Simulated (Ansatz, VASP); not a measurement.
**PtS2 in VASP and in Ansatz**

```
CELL_PARAMETERS angstrom
3.55264 0.00000 0.00000
-1.77632 3.07668 0.00000
0.00000 0.00000 5.12271
ATOMIC_POSITIONS crystal
Pt 0.00000 0.00000 0.00000
S 0.33333 0.66667 0.23926
S 0.66667 0.33333 0.76074
```

Alike in both runs: task single point; functional PBE; k mesh 6 × 6 × 4; no spin polarisation.

|  | VASP | Ansatz |
| --- | --- | --- |
| version | VASP 6.6.1 | Ansatz 0.2.0 |
| potentials or method | VASP PAW PBE potentials, release 64 (Pt, S) | plane waves, PAW |
| plane-wave cutoff (eV) | 520 | 420 |
| occupations | gaussian, width 0.01 eV | fixed |
| valence electrons in the cell | 22 | 30 |

|  | VASP | Ansatz | Ansatz less VASP |
| --- | --- | --- | --- |
| gap on the k mesh at the Fermi level (eV) | 0.85 | 0.84 | -0.006 |
| pressure (GPa) | 3.2 | 3.7 | +0.45 |
| traceless stress, the component that is largest in VASP (GPa) | -0.86 | -1.00 | -0.136 |
| rms of the force components (eV/Å) | 0.012 | 0.031 | +0.0188 |

Atom by atom the forces differ by 0.019 eV/Å (rms over components). VASP's potentials hold 22 valence electrons a cell and Ansatz's 30, so a difference there can come from the potentials and not from the codes.

Spin-orbit coupling is off throughout.
